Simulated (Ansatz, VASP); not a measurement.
SnTe3 in VASP and in Ansatz

POSCAR

```
SnTe3
1.0
    0.0000000000      3.9369484026      3.9369484026
    3.9369484026      0.0000000000      3.9369484026
    3.9369484026      3.9369484026      0.0000000000
Te Sn
3 1
Direct
    0.5000000000      0.5000000000      0.5000000000
    0.7500000000      0.7500000000      0.7500000000
    0.2500000000      0.2500000000      0.2500000000
    0.0000000000      0.0000000000      0.0000000000
```

INCAR.step1

```
SYSTEM = SnTe3
ALGO = Normal
EDIFF = 1E-4
ENCUT = 520
GGA = PE
ISMEAR = -1
LASPH = .True.
LCHARG = .False.
LREAL = .False.
LWAVE = .True.
NBANDS = 24
NELM = 60
PREC = Accurate
SIGMA = 0.05
```

Contents of INCAR.step2:

```
SYSTEM = SnTe3
ALGO = Normal
EDIFF = 1E-7
ENCUT = 520
ISIF = 2
ISMEAR = -1
ISTART = 1
LASPH = .True.
LCHARG = .True.
LELF = .True.
LMIXTAU = .True.
LREAL = .False.
LVHAR = .True.
LWAVE = .False.
METAGGA = R2SCAN
NBANDS = 24
NELM = 60
PREC = Accurate
SIGMA = 0.05
```

File KPOINTS:

```
k-points
0
Gamma
  6 6 6
  0 0 0
```

The input input.yaml:

```yaml
crystal:
  lattice:
    - [0.0, 3.9369484026, 3.9369484026]
    - [3.9369484026, 0.0, 3.9369484026]
    - [3.9369484026, 3.9369484026, 0.0]
  atoms:
    - { symbol: Te, position: [0.5, 0.5, 0.5] }
    - { symbol: Te, position: [0.75, 0.75, 0.75] }
    - { symbol: Te, position: [0.25, 0.25, 0.25] }
    - { symbol: Sn, position: [0.0, 0.0, 0.0] }
hamiltonian:
  xc: r2scan
  pseudopotentials: { kind: paw }
kpoints:
  mp_grid: { grid: [6, 6, 6] }
scf:
  occupations: { method: fermi_dirac, width: 0.05 }
output:
  forces: true
  stress: true
  eigenvalues: true
```

Alike in both runs: task single point; functional r2SCAN; k mesh 6 × 6 × 6; occupations fermi-dirac, width 0.05 eV; no spin polarisation.

|  | VASP | Ansatz |
| --- | --- | --- |
| version | VASP 6.6.1 | Ansatz 0.2.0 |
| potentials or method | VASP PAW PBE potentials, release 64 (Te, Sn_d) | Ansatz PAW |
| plane-wave cutoff (eV) | 520 | 500 |
| valence electrons in the cell | 32 | 62 |

```tsv
	VASP	Ansatz	Ansatz less VASP
gap on the k mesh at the Fermi level (eV)	none	none	-
pressure (GPa)	-2.6	-2.6	+0.04
```

VASP's potentials were made for PBE, not for r2SCAN. A gap of «none» marks a metal or a gap that the smearing closes. VASP's potentials hold 32 valence electrons a cell and Ansatz's 62, so a difference there can come from the potentials and not from the codes.

Spin-orbit coupling is off throughout.
